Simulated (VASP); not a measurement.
Here is a VASP 6.6.1 calculation.

Contents of INCAR:

```
SYSTEM = Si6O11
PREC     = Accurate       ! precision mode
ENCUT    = 520            ! plane-wave cutoff, eV
EDIFF    = 1E-6           ! SCF threshold, eV
ISMEAR   = 0              ! smearing method
SIGMA    = 0.05           ! smearing width, eV
LREAL    = Auto         
LASPH    = .TRUE.         ! aspherical terms in the spheres
NELM     = 100            ! most SCF steps
ALGO     = Normal         ! electronic algorithm
ISIF     = 2              ! what is computed and relaxed
LWAVE    = .FALSE.        ! write WAVECAR
LCHARG   = .TRUE.         ! write CHGCAR
LELF     = .TRUE.         ! ELF
LVHAR    = .TRUE.       
NBANDS   = 59             ! bands
NELECT   = 88.0
```

The input KPOINTS:

```
Automatic mesh
0
G
  4 4 2
  0 0 0
```

The input POSCAR:

```
Si6O11
1.0
   -2.4333868794      4.2147497096      0.0000000000
    0.0000000000      0.0000000000      5.3651521237
    7.3001606382      4.2147497096      0.0000000000
Si O
6 11
Direct
    0.7676536602      0.3333333333      0.2323463398
    0.2676536602      0.3333333333      0.7323463398
    0.4646926795      0.6666666667      0.0000000000
    0.9646926795      0.6666666667      0.5000000000
    0.2676536602      0.0000000000      0.2676536602
    0.7676536602      0.0000000000      0.7676536602
    0.0706884960      0.2213245393      0.2055640003
    0.5706884960      0.2213245393      0.7055640003
    0.7730017524      0.5546578727      0.3618737519
    0.2730017524      0.5546578727      0.8618737519
    0.6563097516      0.8879912060      0.9325622479
    0.1918638273      0.9039849022      0.4756403965
    0.7730017524      0.7786754607      0.6381262481
    0.6563097516      0.4453421273      0.0674377521
    0.1563097516      0.4453421273      0.5674377521
    0.5706884960      0.1120087940      0.2944359997
    0.0706884960      0.1120087940      0.7944359997
```

Potentials or basis: VASP PAW LDA potentials, release 64 (Si, O).

Run with:

```sh
$ cat potpaw_LDA.64/Si/POTCAR potpaw_LDA.64/O/POTCAR > POTCAR
$ mpirun -np 1 vasp_std > vasp.out
```

**Question.** What does it give for the largest force?

**Answer.** 4.963 eV/Å.

Forces in eV/Å, atoms in the order of the input:
```
Si   0.610  0.017  0.389
Si  -0.478 -0.454 -0.751
Si  -2.991 -0.064 -0.878
Si   0.860  1.334  0.415
Si   4.047  2.379  1.225
Si  -0.993 -0.377  0.594
O   -0.726  0.524 -1.145
O    0.073  0.143  0.119
O   -0.672 -0.056  0.291
O    1.310  0.714  1.253
O    2.011  0.140 -0.565
O   -3.961 -2.969 -0.350
O    0.365 -0.196  0.005
O    0.531 -0.544  0.761
O   -0.130 -0.147 -0.238
O   -0.182 -0.593 -1.012
O    0.326  0.146 -0.112
```

Caveat: the k points lie up to 0.37 Å⁻¹ apart; the cell carries a net charge on a neutralising background, which shifts energy and pressure; the cell differs from its parent crystal (atoms taken out, atom 12 moved 1.125 of the way to it and +0.250 Å across, host rigid).
